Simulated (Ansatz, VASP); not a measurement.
## Two plane-wave programs on Zr

INCAR

```
  PREC = Accurate
  ENCUT = 400
  EDIFF = 1E-6
  ISMEAR = 1
  SIGMA = 0.1
  LREAL = False
  LASPH = True
  NELM = 120
  ALGO = Normal
  ISIF = 2
  LWAVE = False
  LCHARG = False
  LDIPOL = True
  IDIPOL = 3
  DIPOL = 0.5 0.5 0.435
  GGA = PE
  IVDW = 12
  NBANDS = 25
  GGA_COMPAT = False
  NELMDL = -8
```

File KPOINTS:

```
regular mesh
0
Gamma
  12 12 1
```

The input POSCAR:

```
Zr
1.0
    3.0912746496      0.0000000000      0.0000000000
   -1.5456373248      2.6771223766      0.0000000000
    0.0000000000      0.0000000000     22.0049972221
Zr
3
Direct
    0.3333333333      0.6666666667      0.3181095607
    0.6666666667      0.3333333333      0.4319078439
    0.3333333333      0.6666666667      0.5535724583
```

Input for Ansatz:

```yaml
crystal:
  lattice:
    - [3.0912746496, 0.0, 0.0]
    - [-1.5456373248, 2.6771223766, 0.0]
    - [0.0, 0.0, 22.0049972221]
  atoms:
    - { symbol: Zr, position: [0.3333333333, 0.6666666667, 0.3181095607] }
    - { symbol: Zr, position: [0.6666666667, 0.3333333333, 0.4319078439] }
    - { symbol: Zr, position: [0.3333333333, 0.6666666667, 0.5535724583] }
basis:
  ecutwfc: 420
kpoints:
  mp_grid: { grid: [12, 12, 1] }
hamiltonian:
  xc: pbe
  dispersion: d3bj
  pseudopotentials: { kind: paw, azcp: { folder: soft_1 } }
scf:
  occupations: { method: methfessel_paxton, width: 0.1 }
  n_extra_bands: 7
  max_iter: 160
output:
  forces: true
  eigenvalues: true
efield:
  axis: 3
  dipole_correction: true
```

Alike in both runs: task single point; functional PBE; dispersion D3(BJ); k mesh 12 × 12 × 1; occupations methfessel-paxton of order 1, width 0.1 eV; no spin polarisation.

```csv
,VASP,Ansatz
version,VASP 6.6.1,Ansatz 0.2.0
potentials or method,"VASP PAW PBE potentials, release 64 (Zr_sv), cutoff 400 eV","scalar-relativistic, plane waves, PAW"
valence electrons in the cell,36,36
```

|  | VASP | Ansatz | Ansatz less VASP |
| --- | --- | --- | --- |
| gap on the k mesh at the Fermi level (eV) | none | none | - |
| rms of the force components (eV/Å) | 0.192 | 0.192 | -0.0001 |

Atom by atom the forces differ by 0.001 eV/Å (rms over components). A gap of «none» marks a metal or a gap that the smearing closes.
